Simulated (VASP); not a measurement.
Al4AsN3:

```
CELL_PARAMETERS angstrom
3.15274 0.00000 0.00000
-1.57637 2.73035 0.00000
0.00000 0.00000 10.29684
ATOMIC_POSITIONS crystal
N 0.66667 0.33333 0.00000
N 0.66667 0.33333 0.50000
N 0.33333 0.66667 0.75000
As 0.33333 0.66667 0.25000
Al 0.66667 0.33333 0.81250
Al 0.66667 0.33333 0.31250
Al 0.33333 0.66667 0.56250
Al 0.33333 0.66667 0.06250
```

- Program: VASP 6.6.1
- Task: relaxation of cell and atoms
- Functional: PBE
- Potentials or basis: VASP PAW PBE potentials, release 64 (N, As, Al)
- Cutoff: 600 eV
- k mesh: 12 × 12 × 2
- Occupations: fermi-dirac, width 0.02 eV
- Spin: no spin polarisation

At the start: pressure 51.6 GPa; volume 11.08 Å³/atom.

Q: How do energy, volume and symmetry change on relaxing?

A: Over 27 steps the energy falls by 876.6 meV/atom and the volume is 13.05 Å³/atom (+17.7 %); space group P3m1 (No. 156, to 0.05 Å).

Step by step:
| step | energy change (eV) | largest force (eV/Å) | pressure (GPa) | volume (Å³) |
| --- | --- | --- | --- | --- |
| 1 | 0.0000 | 11.3135 | 51.59 | 88.64 |
| 2 | -2.0954 | 6.2055 | -18.97 | 142.72 |
| 3 | -5.6253 | 3.6710 | -4.62 | 112.95 |
| 4 | -5.6500 | 3.5658 | -3.11 | 111.57 |
| 5 | -5.6540 | 3.4666 | -1.95 | 110.59 |
| 6 | -6.3455 | 1.4386 | -4.77 | 110.41 |
| 7 | -6.4031 | 1.9335 | -5.41 | 110.34 |
| 8 | -6.8567 | 1.2255 | 2.25 | 103.27 |
| 9 | -6.8712 | 1.0311 | 4.35 | 101.80 |
| 10 | -6.9809 | 0.5786 | 0.01 | 104.72 |
| 11 | -6.9830 | 0.4794 | 0.47 | 104.37 |
| 12 | -6.9966 | 0.2198 | -1.05 | 105.43 |
| 13 | -6.9966 | 0.2050 | -0.96 | 105.37 |
| 14 | -7.0036 | 0.2693 | -0.05 | 104.60 |
| 15 | -7.0047 | 0.2931 | 0.48 | 104.16 |
| 16 | -7.0086 | 0.1770 | 0.66 | 103.96 |
| 17 | -7.0097 | 0.1515 | 0.79 | 103.83 |
| 18 | -7.0098 | 0.1444 | 0.83 | 103.79 |
| 19 | -7.0119 | 0.0797 | 0.31 | 104.15 |
| 20 | -7.0123 | 0.0412 | -0.07 | 104.41 |
| 21 | -7.0123 | 0.0426 | -0.05 | 104.40 |
| 22 | -7.0124 | 0.0219 | -0.02 | 104.39 |
| 23 | -7.0124 | 0.0194 | 0.00 | 104.37 |
| 24 | -7.0124 | 0.0136 | 0.00 | 104.37 |
| 25 | -7.0124 | 0.0051 | -0.01 | 104.37 |
| 26 | -7.0124 | 0.0053 | -0.01 | 104.37 |
| 27 | -7.0124 | 0.0039 | -0.01 | 104.36 |

Final structure:
```cif
data_structure
_symmetry_space_group_name_H-M 'P 1'
_symmetry_Int_Tables_number 1
_cell_length_a 3.2681
_cell_length_b 3.2681
_cell_length_c 11.2826
_cell_angle_alpha 90.000
_cell_angle_beta 90.000
_cell_angle_gamma 120.000
_cell_volume 104.36
loop_
_atom_site_label
_atom_site_type_symbol
_atom_site_fract_x
_atom_site_fract_y
_atom_site_fract_z
_atom_site_occupancy
N1 N 0.66667 0.33333 0.96873 1
N2 N 0.66667 0.33333 0.53359 1
N3 N 0.33333 0.66667 0.75068 1
As1 As 0.33333 0.66667 0.23849 1
Al1 Al 0.66667 0.33333 0.79827 1
Al2 Al 0.66667 0.33333 0.36419 1
Al3 Al 0.33333 0.66667 0.58087 1
Al4 Al 0.33333 0.66667 0.01518 1
```

Caveat: the volume moved by over 15 % at a fixed basis, so the end points are rough.
